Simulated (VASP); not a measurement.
# Hf (P6_3/mmc) in VASP: a series of runs, part 2 of 2

VASP 6.6.1. Earlier steps stand in the parts before.

### Step 4. Single point, LDA

This run uses another cell than the first one, of 21.04 Å³/atom, 0.940 times its volume.

INCAR reads:

```
ALGO = Fast
EDIFF = 1E-6
ENCUT = 520
ISIF = 2
ISMEAR = -1
LASPH = T
LCHARG = F
LREAL = F
LWAVE = F
NBANDS = 17
NELM = 80
PREC = Accurate
SIGMA = 0.05
```

KPOINTS reads:

```
k-points
0
Gamma
  10 10 5
```

POSCAR reads:

```
Hf
1.0
    3.1314429137      0.0000000000      0.0000000000
   -1.5657214569      2.7119091138      0.0000000000
    0.0000000000      0.0000000000      4.9545506207
Hf
2
Direct
    0.6666666667      0.3333333333      0.7500000000
    0.3333333333      0.6666666667      0.2500000000
```

Potentials or basis: VASP PAW LDA potentials, release 64 (Hf_pv).

Started as:

```sh
$ cat potpaw_LDA.64/Hf_pv/POTCAR > POTCAR
$ mpirun -np 1 vasp_std > vasp.out
```

OUTCAR:

```text
EDIFF = 1E-6
   ENCUT = 520
   ISIF = 2
   ISMEAR = -1
   LASPH = T
   LREAL = F
   NELM = 80
   PREC = Accurate

 ion  position               nearest neighbor table
   1  0.667  0.333  0.750-   2 3.07   2 3.07   2 3.07   2 3.07   2 3.07   2 3.07
   2  0.333  0.667  0.250-   1 3.07   1 3.07   1 3.07   1 3.07   1 3.07   1 3.07

  LATTYP: Found a hexagonal cell.
 ALAT       =     3.1314429137
 C/A-ratio  =     1.5821941377

  Lattice vectors:

 A1 = (   3.1314429137,   0.0000000000,   0.0000000000)
 A2 = (  -1.5657214569,   2.7119091138,   0.0000000000)
 A3 = (   0.0000000000,   0.0000000000,   4.9545506207)

Analysis of symmetry for initial positions (statically):
=====================================================================
 Subroutine PRICEL returns:
 Original cell was already a primitive cell.

 Routine SETGRP: Setting up the symmetry group for a
 hexagonal supercell.

 Subroutine GETGRP returns: Found 24 space group operations
 (whereof 12 operations were pure point group operations)
 out of a pool of 24 trial point group operations.

The static configuration has the point symmetry D_3d.
 The point group associated with its full space group is D_6h.

Analysis of symmetry for dynamics (positions and initial velocities):
=====================================================================
 Subroutine PRICEL returns:
 Original cell was already a primitive cell.

 Routine SETGRP: Setting up the symmetry group for a
 hexagonal supercell.

 Subroutine GETGRP returns: Found 24 space group operations
 (whereof 12 operations were pure point group operations)
 out of a pool of 24 trial point group operations.

The dynamic configuration has the point symmetry D_3d.
 The point group associated with its full space group is D_6h.

 Subroutine INISYM returns: Found 24 space group operations
 (whereof 12 operations are pure point group operations),
 and found     1 'primitive' translations

----------------------------------------------------------------------------------------

                                     Primitive cell

  volume of cell :      42.0750

  direct lattice vectors                    reciprocal lattice vectors
     3.131442914  0.000000000  0.000000000     0.319341603  0.184371961  0.000000000
    -1.565721457  2.711909114  0.000000000     0.000000000  0.368743921  0.000000000
     0.000000000  0.000000000  4.954550621     0.000000000  0.000000000  0.201834652

  length of vectors
     3.131442914  3.131442914  4.954550621     0.368743921  0.368743921  0.201834652

  position of ions in fractional coordinates (direct lattice)
     0.666666667  0.333333333  0.750000000
     0.333333333  0.666666667  0.250000000

  ion indices of the primitive-cell ions
   primitive index   ion index
                 1           1
                 2           2

----------------------------------------------------------------------------------------

 KPOINTS: k-points

Automatic generation of k-mesh.
 Grid dimensions read from file:
 generate k-points for:   10   10    5

 Generating k-lattice:

  Cartesian coordinates                     Fractional coordinates (reciprocal lattice)
     0.031934160  0.018437196  0.000000000     0.100000000  0.000000000  0.000000000
     0.000000000  0.036874392  0.000000000     0.000000000  0.100000000  0.000000000
     0.000000000  0.000000000  0.040366930     0.000000000  0.000000000  0.200000000

  Length of vectors
     0.036874392  0.036874392  0.040366930

  Shift w.r.t. Gamma in fractional coordinates (k-lattice)
     0.000000000  0.000000000  0.000000000

 Subroutine IBZKPT returns following result:
 ===========================================

 Found     42 irreducible k-points:

 Following reciprocal coordinates:
            Coordinates               Weight
  0.000000  0.000000  0.000000      1.000000
  0.100000  0.000000  0.000000      6.000000
  0.200000  0.000000  0.000000      6.000000
  0.300000  0.000000  0.000000      6.000000
  0.400000  0.000000  0.000000      6.000000
  0.500000  0.000000  0.000000      3.000000
[... 16 lines left out ...]
  0.300000  0.100000  0.200000     24.000000
  0.400000  0.100000  0.200000     24.000000
 [... further k-points ...]
   k-points           NKPTS =     42   k-points in BZ     NKDIM =     42   number of bands    NBANDS=     17
   number of dos      NEDOS =    301   number of ions     NIONS =      2
   total plane-waves  NPLWV =  23040
   dimension x,y,z NGX =    24 NGY =   24 NGZ =   40
   dimension x,y,z NGXF=    48 NGYF=   48 NGZF=   80
   ions per type =               2
   NGX,Y,Z   is equivalent  to a cutoff of  12.74, 12.74, 13.42 a.u.
   NGXF,Y,Z  is equivalent  to a cutoff of  25.48, 25.48, 26.84 a.u.
 SYSTEM =  unknown system
   PREC   = accura    normal or accurate (medium, high low for compatibility)
   ISTART =      0    job   : 0-new  1-cont  2-samecut
   ICHARG =      2    charge: 1-file 2-atom 10-const
   ISPIN  =      1    spin polarized calculation?
   LNONCOLLINEAR =      F non collinear calculations
   LSORBIT =      F    spin-orbit coupling
   LASPH  =      T    aspherical Exc in radial PAW
   ENCUT  =  520.0 eV  38.22 Ry    6.18 a.u.   5.82  5.82  9.21*2*pi/ulx,y,z
   NELM   =     80;   NELMIN=  2; NELMDL= -5     # of ELM steps
   EDIFF  = 0.1E-05   stopping-criterion for ELM
   LREAL  =      F    real-space projection
   EDIFFG = 0.1E-04   stopping-criterion for IOM
   NSW    =      0    number of steps for IOM
   IBRION =     -1    ionic relax: 0-MD 1-quasi-New 2-CG
   NFREE  =      0    steps in history (QN), initial steepest desc. (CG)
   ISIF   =      2    stress and relaxation
   ISYM   =      2    0-nonsym 1-usesym 2-fastsym
   POTIM  = 0.5000    time-step for ionic-motion
   TEBEG  =    0.0;   TEEND  =   0.0 temperature during run
   PSTRESS=    0.0 pullay stress
   NELECT =      20.0000    total number of electrons
   NUPDOWN=      -1.0000    fix difference up-down
   EMIN   =  10.00;   EMAX   =-10.00  energy-range for DOS
   EFERMI =   0.00;   METHOD = LEGACY
   ISMEAR =    -1;   SIGMA  =   0.05  broadening in eV -4-tet -1-fermi 0-gaus
   EFERMI_NEDOS =   21; number of points for ismear=-14 and -15
   IALGO  =     68    algorithm
   IMIX   =      4    mixing-type and parameters
     AMIX     =   0.40;   BMIX     =  1.00
     AMIX_MAG =   1.60;   BMIX_MAG =  1.00
  volume/ion in A,a.u.               =      21.04       141.97
  Fermi-wavevector in a.u.,A,eV,Ry     =   1.277645  2.414399 22.209834  1.632377
  Thomas-Fermi vector in A             =   2.410233
   LORBIT       =      0    0 simple, 1 ext, 2 COOP (PROOUT), +10 PAW based schemes
   GGA     = CA    functional components
   LHFCALC =     F    Hartree Fock is set to
   AEXX    =    0.0000 exact exchange contribution
   IVDW    =     0    specifies the selected vdW correction
   LEPSILON=     F    determine dielectric tensor
   LRPA    =     F    only Hartree local field effects (RPA)
 non-spin polarized calculation
 RMM-DIIS sequential band-by-band and
  energy-cutoff  :      520.00
  volume of cell :       42.07
 maximum number of plane-waves:      1158
 NGX is ok and might be reduce to    24
   NGX = 11   NGY = 11   NGZ = 19

 number of electron      19.9999996 magnetization

 Free energy of the ion-electron system (eV)
  ---------------------------------------------------
  ext. energy  EPLUGINS =         0.00000000
  ---------------------------------------------------
  free energy    TOTEN  =       -21.39881015 eV

  energy without entropy =      -21.39062282  energy(sigma->0) =      -21.39471649

 E-fermi :   5.2085     XC(G=0): -11.7538

 val. band max:        5.1725922354   @ k =   0.1000   0.0000   0.2000
 cond. band min:       5.2290385751   @ k =   0.0000   0.0000   0.4000
 fundamental gap:      0.0564463396
 Fermi energy:         5.2084990607

 k-point     1 :       0.0000    0.0000    0.0000
  band No.  band energies     occupation
      1     -25.6853      2.00000
      2     -24.7560      2.00000
      3     -24.7560      2.00000
      4     -24.6002      2.00000
      5     -24.5976      2.00000
      6     -24.5976      2.00000
[... 9 lines left out ...]
     16       7.8998      0.00000
     17      10.8117      0.00000

 k-point     2 :       0.1000    0.0000    0.0000
  band No.  band energies     occupation
      1     -25.6532      2.00000
      2     -24.8252      2.00000
      3     -24.7790      2.00000
      4     -24.6706      2.00000
      5     -24.6151      2.00000
      6     -24.6067      2.00000
[... 9 lines left out ...]
     16       7.6047      0.00000
     17      11.0640      0.00000
[... 421 lines left out ...]
 k-point    24 :       0.4000    0.1000    0.2000
  band No.  band energies     occupation
      1     -25.5090      2.00000
      2     -25.3503      2.00000
      3     -25.1162      2.00000
      4     -24.9685      2.00000
      5     -24.8476      2.00000
      6     -24.7605      2.00000
[... 9 lines left out ...]
     16      11.5095      0.00000
     17      12.4318      0.00000

 [... further k-points ...]
[... 5 lines left out ...]
  --------------------------------------------------------------------------------------
  -------------------------------------------------------------------------------------
  Total       -0.2747283     -0.2747283     -0.3202964      0.0000000      0.0000000      0.0000000
  in kB      -10.4614079    -10.4614079    -12.1965984      0.0000000      0.0000000      0.0000000
  external PRESSURE =     -11.0398048 kB  Pullay stress =       0.0000000 kB

 VOLUME and BASIS-vectors are now :
 -----------------------------------------------------------------------------
  energy-cutoff  :      520.00
  volume of cell :       42.07
      direct lattice vectors                 reciprocal lattice vectors
     3.131442914  0.000000000  0.000000000     0.319341603  0.184371961  0.000000000
    -1.565721457  2.711909114  0.000000000     0.000000000  0.368743921  0.000000000
     0.000000000  0.000000000  4.954550621     0.000000000  0.000000000  0.201834652

 POSITION                                       TOTAL-FORCE (eV/Angst)
 -----------------------------------------------------------------------------------
      1.56572      0.90397      3.71591        -0.000000     -0.000000      0.000000
     -0.00000      1.80794      1.23864         0.000000      0.000000      0.000000
 -----------------------------------------------------------------------------------
    total drift:                                0.000000     -0.000000      0.000000

  FREE ENERGIE OF THE ION-ELECTRON SYSTEM (eV)
  ---------------------------------------------------
  free  energy   TOTEN  =       -21.3988101532 eV

  energy  without entropy=      -21.3906228240  energy(sigma->0) =      -21.39471649
```

OSZICAR:

```text
N       E                     dE             d eps       ncg     rms          rms(c)
DAV:   1     0.498468872818E+02    0.49847E+02   -0.11335E+04  1436   0.112E+03
DAV:   2    -0.202780647684E+02   -0.70125E+02   -0.68368E+02  1864   0.251E+02
DAV:   3    -0.220968007131E+02   -0.18187E+01   -0.18006E+01  1825   0.271E+01
DAV:   4    -0.221099514323E+02   -0.13151E-01   -0.13145E-01  1803   0.275E+00
DAV:   5    -0.221100765462E+02   -0.12511E-03   -0.12509E-03  1858   0.237E-01    0.673E+01
RMM:   6    -0.215883247398E+02    0.52175E+00   -0.39692E-01  1434   0.367E+00    0.400E+01
RMM:   7    -0.214057595069E+02    0.18257E+00   -0.85846E-01  1612   0.537E+00    0.202E+00
RMM:   8    -0.213978372323E+02    0.79223E-02   -0.71826E-02  1556   0.182E+00    0.164E-01
RMM:   9    -0.213987263700E+02   -0.88914E-03   -0.10113E-02  1923   0.612E-01    0.387E-01
RMM:  10    -0.213989414375E+02   -0.21507E-03   -0.16355E-03  1990   0.237E-01    0.811E-01
RMM:  11    -0.213988451505E+02    0.96287E-04   -0.15440E-04  1785   0.795E-02    0.370E-01
RMM:  12    -0.213988106971E+02    0.34453E-04   -0.61890E-05  1696   0.473E-02    0.177E-01
RMM:  13    -0.213988101532E+02    0.54384E-06   -0.85393E-06  1878   0.182E-02
   1 F= -.21398810E+02 E0= -.21394716E+02  d E =-.818733E-02
```

It took 20 s on 1 thread of Intel Xeon Platinum 8259CL at 2.50GHz (Skylake/Cascade Lake), shared host; peak memory 0.15 GiB.

Results:

```yaml
Free_energy: -21.3988 eV
Pressure: -1.1 GPa
Band_gap_on_the_k_mesh: zero (band 10 reaches 6.35 eV, above the bottom of band 11 at 4.87 eV)
```

Stress tensor (GPa, compression positive):
```
-1.05  0.00  0.00
 0.00 -1.05  0.00
 0.00  0.00 -1.22
```

Levels at points of the mesh, in eV from the Fermi level:
| k point | band 6 | band 7 | band 8 | band 9 | band 10 | band 11 | band 12 | band 13 | band 14 | band 15 |
| --- | --- | --- | --- | --- | --- | --- | --- | --- | --- | --- |
| (0.00, 0.00, 0.00) | -29.81 | -7.50 | -3.88 | 1.06 | 1.14 | 1.14 | 1.44 | 2.03 | 2.03 | 2.69 |
| (0.50, 0.00, 0.00) | -29.92 | -3.41 | -2.97 | -2.41 | -0.57 | 0.72 | 0.97 | 1.79 | 6.24 | 6.80 |

Caveat: spin-orbit coupling is left out, which moves the levels of the heavy elements.

### Step 5. Summary

| task | level | potentials or basis | cell | cutoff (eV) | gap on the mesh (eV) | pressure (GPa) | relaxed volume (Å³/atom) |
| --- | --- | --- | --- | --- | --- | --- | --- |
| relaxation of cell and atoms | revPBE+D3(BJ) | VASP PAW PBE potentials, release 64 (Hf_pv) | relaxed from a = 3.197, b = 3.197, c = 5.058 Å, angles 90.0, 90.0, 120.0°, 2 atoms | 600 | none | 0.0 | 21.63 |
| relaxation of cell and atoms | revPBE+D4 | VASP PAW PBE potentials, release 64 (Hf_pv) | relaxed from a = 3.197, b = 3.197, c = 5.058 Å, angles 90.0, 90.0, 120.0°, 2 atoms | 600 | none | 0.0 | 22.43 |
| single point | LDA | VASP PAW LDA potentials, release 64 (Hf_pv) | a = 3.131, b = 3.131, c = 4.955 Å, angles 90.0, 90.0, 120.0°, 2 atoms | 520 | none | -1.1 | - |

Alike in all rows: no spin polarisation; k mesh 10 × 10 × 5; smearing fermi-dirac 0.05 eV.

Caveats: spin-orbit coupling is left out, which moves the levels of the heavy elements; the PAW data sets were made with another functional, which shifts forces and pressure a little (some runs); pairwise dispersion overbinds metals, which lowers pressure and volume (some runs).

Absolute energies hang on the potentials; compare differences alone.
